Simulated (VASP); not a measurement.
# WS2 (Cm) in VASP: single point with PBE+D3(BJ)

Aim: the single point of WS2 with PBE+D3(BJ).

Everything below comes from runs of VASP 6.6.1. Logs are shortened: lines on timing, memory, paths and dates and some standing lists are left out, and cuts for length are marked.

## (1) The cell of the first run

Symmetry: Cm, No. 8, monoclinic system. Conventional cell: a = 5.463 Å, b = 3.154 Å, c = 12.140 Å, α = 90.00°, β = 90.00°, γ = 90.00°. W (site symmetry m) has 6 S at 2.41 Å and 6 W at 3.15 Å within 3.2 Å. W (site symmetry m) has 6 S at 1.98 to 2.41 Å within 2.6 Å. S (site symmetry m) has 3 W at 1.98 to 2.36 Å within 2.6 Å. Within 3.2 Å of S (site symmetry m) lie 3 W at 2.41 Å and 7 S at 3.15 Å. S (site symmetry m) has 3 W at 2.41 Å and 7 S at 2.87 to 3.15 Å within 3.2 Å. Within 3.2 Å of S (site symmetry m) lie 3 W at 2.41 Å and 7 S at 3.15 Å.

## (2) Single point, PBE+D3(BJ) (atom 3 (S) moved by (+0.300, +0.300) A along y and z)

File INCAR:

```
SYSTEM = WS2
PREC = Accurate
ENCUT = 520
EDIFF = 1E-6
ISMEAR = 0
SIGMA = 0.05
LREAL = .False.
LASPH = .True.
NELM = 80
ALGO = Normal
ISIF = 2
LWAVE = .False.
LCHARG = .False.
GGA = PE
IVDW = 12
NBANDS = 35
```

File KPOINTS:

```
regular mesh
0
Gamma
  12 12 4
  0 0 0
```

File POSCAR:

```
WS2
1.0
    3.1542061880      0.0000000000      0.0000000000
   -1.5771030940      2.7316226876      0.0000000000
    0.0000000000      0.0000000000     12.1399089379
W S
2 4
Direct
    0.3333333333      0.6666666667      0.2500000000
    0.6666666667      0.3333333333      0.7500000000
    0.3882457488      0.7764914977      0.6449993009
    0.6666666667      0.3333333333      0.1202874187
    0.3333333333      0.6666666667      0.8797125813
    0.6666666667      0.3333333333      0.3797125813
```

Potentials or basis: VASP PAW PBE potentials, release 64 (W_sv, S).

Run with:

```
$ cat potpaw_PBE.64/W_sv/POTCAR potpaw_PBE.64/S/POTCAR > POTCAR
$ mpirun -np 1 vasp_std > vasp.out
```

OUTCAR:

```text
SYSTEM = WS2
   PREC = Accurate
   ENCUT = 520
   EDIFF = 1E-6
   ISMEAR = 0
   LREAL = .False.
   LASPH = .True.
   NELM = 80
   ISIF = 2
   GGA = PE
   IVDW = 12
 IVDW          = 12

 ion  position               nearest neighbor table
   1  0.333  0.667  0.250-   4 2.41   6 2.41   4 2.41   6 2.41   4 2.41   6 2.41
   2  0.667  0.333  0.750-   3 1.98   3 2.36   3 2.36   5 2.41   5 2.41   5 2.41
   3  0.388  0.776  0.645-   2 1.98   2 2.36   2 2.36
   4  0.667  0.333  0.120-   1 2.41   1 2.41   1 2.41
   5  0.333  0.667  0.880-   2 2.41   2 2.41   2 2.41
   6  0.667  0.333  0.380-   1 2.41   1 2.41   1 2.41

  LATTYP: Found a hexagonal cell.
 ALAT       =     3.1542061880
 C/A-ratio  =     3.8488000512

  Lattice vectors:

 A1 = (   3.1542061880,   0.0000000000,   0.0000000000)
 A2 = (  -1.5771030940,   2.7316226876,   0.0000000000)
 A3 = (   0.0000000000,   0.0000000000,  12.1399089379)

Analysis of symmetry for initial positions (statically):
=====================================================================
 Subroutine PRICEL returns:
 Original cell was already a primitive cell.

 Routine SETGRP: Setting up the symmetry group for a
 hexagonal supercell.

 Subroutine GETGRP returns: Found  2 space group operations
 (whereof  2 operations were pure point group operations)
 out of a pool of 24 trial point group operations.

The static configuration has the point symmetry C_1h.

Analysis of symmetry for dynamics (positions and initial velocities):
=====================================================================
 Subroutine PRICEL returns:
 Original cell was already a primitive cell.

 Routine SETGRP: Setting up the symmetry group for a
 hexagonal supercell.

 Subroutine GETGRP returns: Found  2 space group operations
 (whereof  2 operations were pure point group operations)
 out of a pool of 24 trial point group operations.

The dynamic configuration has the point symmetry C_1h.

 Subroutine INISYM returns: Found  2 space group operations
 (whereof  2 operations are pure point group operations),
 and found     1 'primitive' translations

----------------------------------------------------------------------------------------

                                     Primitive cell

  volume of cell :     104.5987

  direct lattice vectors                    reciprocal lattice vectors
     3.154206188  0.000000000  0.000000000     0.317036979  0.183041385  0.000000000
    -1.577103094  2.731622688  0.000000000     0.000000000  0.366082770  0.000000000
     0.000000000  0.000000000 12.139908938     0.000000000  0.000000000  0.082372941

  length of vectors
     3.154206188  3.154206188 12.139908938     0.366082770  0.366082770  0.082372941

  position of ions in fractional coordinates (direct lattice)
     0.333333333  0.666666667  0.250000000
     0.666666667  0.333333333  0.750000000
     0.388245749  0.776491498  0.644999301
     0.666666667  0.333333333  0.120287419
     0.333333333  0.666666667  0.879712581
     0.666666667  0.333333333  0.379712581

  ion indices of the primitive-cell ions
   primitive index   ion index
                 1           1
                 2           2
                 3           3
                 4           4
                 5           5
                 6           6

----------------------------------------------------------------------------------------

 KPOINTS: regular mesh

Automatic generation of k-mesh.
 Grid dimensions read from file:
 generate k-points for:   12   12    4

 Generating k-lattice:

  Cartesian coordinates                     Fractional coordinates (reciprocal lattice)
     0.026419748  0.015253449  0.000000000     0.083333333  0.000000000  0.000000000
     0.000000000  0.030506897  0.000000000     0.000000000  0.083333333  0.000000000
     0.000000000  0.000000000  0.020593235     0.000000000  0.000000000  0.250000000

  Length of vectors
     0.030506897  0.030506897  0.020593235

  Shift w.r.t. Gamma in fractional coordinates (k-lattice)
     0.000000000  0.000000000  0.000000000

 Subroutine IBZKPT returns following result:
 ===========================================

 Found    164 irreducible k-points:

 Following reciprocal coordinates:
            Coordinates               Weight
  0.000000  0.000000  0.000000      1.000000
  0.083333  0.000000  0.000000      4.000000
  0.000000  0.083333  0.000000      2.000000
  0.166667  0.000000  0.000000      4.000000
  0.000000  0.166667  0.000000      2.000000
  0.250000  0.000000  0.000000      4.000000
[... 16 lines left out ...]
 -0.083333  0.416667  0.000000      4.000000
 -0.416667  0.333333  0.000000      4.000000
 [... further k-points ...]
   k-points           NKPTS =    164   k-points in BZ     NKDIM =    164   number of bands    NBANDS=     35
   number of dos      NEDOS =    301   number of ions     NIONS =      6
   total plane-waves  NPLWV =  51840
   dimension x,y,z NGX =    24 NGY =   24 NGZ =   90
   dimension x,y,z NGXF=    48 NGYF=   48 NGZF=  180
   ions per type =               2   4
   NGX,Y,Z   is equivalent  to a cutoff of  12.65, 12.65, 12.32 a.u.
   NGXF,Y,Z  is equivalent  to a cutoff of  25.30, 25.30, 24.65 a.u.
 SYSTEM =  WS2
   PREC   = accura    normal or accurate (medium, high low for compatibility)
   ISTART =      0    job   : 0-new  1-cont  2-samecut
   ICHARG =      2    charge: 1-file 2-atom 10-const
   ISPIN  =      1    spin polarized calculation?
   LNONCOLLINEAR =      F non collinear calculations
   LSORBIT =      F    spin-orbit coupling
   LASPH  =      T    aspherical Exc in radial PAW
   ENCUT  =  520.0 eV  38.22 Ry    6.18 a.u.   5.86  5.86 22.57*2*pi/ulx,y,z
   NELM   =     80;   NELMIN=  2; NELMDL= -5     # of ELM steps
   EDIFF  = 0.1E-05   stopping-criterion for ELM
   LREAL  =      F    real-space projection
   EDIFFG = 0.1E-04   stopping-criterion for IOM
   NSW    =      0    number of steps for IOM
   IBRION =     -1    ionic relax: 0-MD 1-quasi-New 2-CG
   NFREE  =      0    steps in history (QN), initial steepest desc. (CG)
   ISIF   =      2    stress and relaxation
   ISYM   =      2    0-nonsym 1-usesym 2-fastsym
   POTIM  = 0.5000    time-step for ionic-motion
   TEBEG  =    0.0;   TEEND  =   0.0 temperature during run
   PSTRESS=    0.0 pullay stress
   NELECT =      52.0000    total number of electrons
   NUPDOWN=      -1.0000    fix difference up-down
   EMIN   =  10.00;   EMAX   =-10.00  energy-range for DOS
   EFERMI =   0.00;   METHOD = LEGACY
   ISMEAR =     0;   SIGMA  =   0.05  broadening in eV -4-tet -1-fermi 0-gaus
   EFERMI_NEDOS =   21; number of points for ismear=-14 and -15
   IALGO  =     38    algorithm
   IMIX   =      4    mixing-type and parameters
     AMIX     =   0.40;   BMIX     =  1.00
     AMIX_MAG =   1.60;   BMIX_MAG =  1.00
  volume/ion in A,a.u.               =      17.43       117.64
  Fermi-wavevector in a.u.,A,eV,Ry     =   1.296882  2.450752 22.883687  1.681904
  Thomas-Fermi vector in A             =   2.428310
   LORBIT       =      0    0 simple, 1 ext, 2 COOP (PROOUT), +10 PAW based schemes
   GGA     = PE    functional components
   LHFCALC =     F    Hartree Fock is set to
   AEXX    =    0.0000 exact exchange contribution
   IVDW    =    12    specifies the selected vdW correction
   LEPSILON=     F    determine dielectric tensor
   LRPA    =     F    only Hartree local field effects (RPA)
 non-spin polarized calculation
 Gauss-broadening in eV      SIGMA  =   0.05
  energy-cutoff  :      520.00
  volume of cell :      104.60
 maximum number of plane-waves:      2841
   NGX = 11   NGY = 11   NGZ = 45

 number of electron      51.9999998 magnetization

 Free energy of the ion-electron system (eV)
  ---------------------------------------------------
  ext. energy  EPLUGINS =         0.00000000
  ---------------------------------------------------
  free energy    TOTEN  =       -45.06205981 eV

  energy without entropy =      -45.06161468  energy(sigma->0) =      -45.06183724

 E-fermi :   8.2053     XC(G=0): -10.9720

 val. band max:        8.0592711791   @ k =  -0.0833  -0.0000   0.2500
 cond. band min:       8.2074278708   @ k =   0.3333   0.3333   0.5000
 fundamental gap:      0.1481566917
 Fermi energy:         8.2053223596

 k-point     1 :       0.0000    0.0000    0.0000
  band No.  band energies     occupation
      1     -66.8962      2.00000
      2     -66.8255      2.00000
      3     -31.3564      2.00000
      4     -31.1546      2.00000
      5     -31.0823      2.00000
      6     -30.9811      2.00000
[... 27 lines left out ...]
     34      11.1232      0.00000
     35      12.6099      0.00000

 k-point     2 :       0.0833    0.0000    0.0000
  band No.  band energies     occupation
      1     -66.8949      2.00000
      2     -66.8242      2.00000
      3     -31.3586      2.00000
      4     -31.1501      2.00000
      5     -31.0886      2.00000
      6     -31.0020      2.00000
[... 27 lines left out ...]
     34      11.1119      0.00000
     35      13.1434      0.00000

 k-point     3 :       0.0000    0.0833    0.0000
  band No.  band energies     occupation
      1     -66.8949      2.00000
      2     -66.8241      2.00000
      3     -31.3656      2.00000
      4     -31.1501      2.00000
      5     -31.0975      2.00000
      6     -31.0001      2.00000
[... 27 lines left out ...]
     34      11.0298      0.00000
     35      13.1097      0.00000
[... 723 lines left out ...]
 k-point    23 :      -0.0833    0.4167    0.0000
  band No.  band energies     occupation
      1     -66.8796      2.00000
      2     -66.8068      2.00000
      3     -31.5941      2.00000
      4     -31.2826      2.00000
      5     -31.1379      2.00000
      6     -31.0954      2.00000
[... 27 lines left out ...]
     34      12.4717      0.00000
     35      13.2839      0.00000

 k-point    24 :      -0.4167    0.3333    0.0000
  band No.  band energies     occupation
      1     -66.8796      2.00000
      2     -66.8076      2.00000
      3     -31.4554      2.00000
      4     -31.2821      2.00000
      5     -31.2425      2.00000
      6     -31.0954      2.00000
[... 27 lines left out ...]
     34      12.3249      0.00000
     35      13.3158      0.00000

 [... further k-points ...]

------------------------ aborting loop because EDIFF is reached ----------------------------------------

 Edisp (eV)   -2.60927

 E8    (eV) :    -1.0964

  FORCE on cell =-STRESS in cart. coord.  units (eV):
  Direction    XX          YY          ZZ          XY          YZ          ZX
  --------------------------------------------------------------------------------------
  -------------------------------------------------------------------------------------
  Total       2.61717    11.90987    13.33392     0.00000    10.33611     0.00000
  in kB      40.08811   182.42801   204.24074     0.00000   158.32204     0.00000
  external pressure =      142.25 kB  Pullay stress =        0.00 kB

 VOLUME and BASIS-vectors are now :
 -----------------------------------------------------------------------------
  energy-cutoff  :      520.00
  volume of cell :      104.60
      direct lattice vectors                 reciprocal lattice vectors
     3.154206188  0.000000000  0.000000000     0.317036979  0.183041385  0.000000000
    -1.577103094  2.731622688  0.000000000     0.000000000  0.366082770  0.000000000
     0.000000000  0.000000000 12.139908938     0.000000000  0.000000000  0.082372941

 POSITION                                       TOTAL-FORCE (eV/Angst)
 -----------------------------------------------------------------------------------
     -0.00000      1.82108      3.03498        -0.000000      0.009747      0.013266
      1.57710      0.91054      9.10493         0.000000      7.874854      8.922758
     -0.00000      2.12108      7.83023        -0.000000     -8.025245     -9.899483
      1.57710      0.91054      1.46028        -0.000000     -0.004155     -0.002307
     -0.00000      1.82108     10.67963        -0.000000      0.133231      0.856859
      1.57710      0.91054      4.60968        -0.000000      0.011567      0.108907
 -----------------------------------------------------------------------------------
    total drift:                                0.000000      0.000053      0.000052

  FREE ENERGIE OF THE ION-ELECTRON SYSTEM (eV)
  ---------------------------------------------------
  free  energy   TOTEN  =       -47.6713278918 eV

  energy  without entropy=      -47.6708827629  energy(sigma->0) =      -47.67110533
```

Wall time 11 min (1 thread of Oxide Virtual Turin-like, shared host); peak memory 0.53 GiB.

Results:

| Item | Value |
| --- | --- |
| Free energy | -47.6713 eV |
| Pressure | 14.2 GPa |
| Largest force | 12.744 eV/Å |
| Band gap on the k mesh | zero (band 26 reaches 8.28 eV, above the bottom of band 27 at 8.21 eV) |
| Dispersion energy per atom | -0.435 eV |

Forces on the atoms (eV/Å):
```
W    0.000  0.010  0.013
W    0.000  7.875  8.923
S    0.000 -8.025 -9.899
S    0.000 -0.004 -0.002
S    0.000  0.133  0.857
S    0.000  0.012  0.109
```

Levels at points of the mesh, in eV from the Fermi level:
| k point | band 24 | band 25 | band 26 | band 27 | band 28 | band 29 |
| --- | --- | --- | --- | --- | --- | --- |
| (0.00, 0.00, 0.00) | -2.18 | -1.23 | 0.08 | 0.68 | 1.34 | 1.82 |
| (0.50, 0.00, 0.00) | -2.34 | -2.11 | -1.31 | 1.40 | 1.86 | 1.96 |
| (0.00, 0.50, 0.00) | -2.74 | -2.33 | -2.09 | 1.10 | 1.69 | 1.86 |
| (0.00, 0.00, 0.50) | -2.54 | -0.90 | 0.04 | 0.68 | 1.34 | 1.82 |
| (0.50, 0.00, 0.50) | -2.34 | -2.11 | -1.32 | 1.39 | 1.86 | 2.01 |
| (0.00, 0.50, 0.50) | -2.68 | -2.34 | -2.08 | 1.10 | 1.70 | 1.86 |

Caveat: the cell differs from its parent crystal (atom 3 (S) moved by (+0.300, +0.300) A along y and z); spin-orbit coupling is left out, which moves the levels of the heavy elements; forces of over 1 eV/Å act on the atoms, so gaps and moduli don't describe the material at rest.
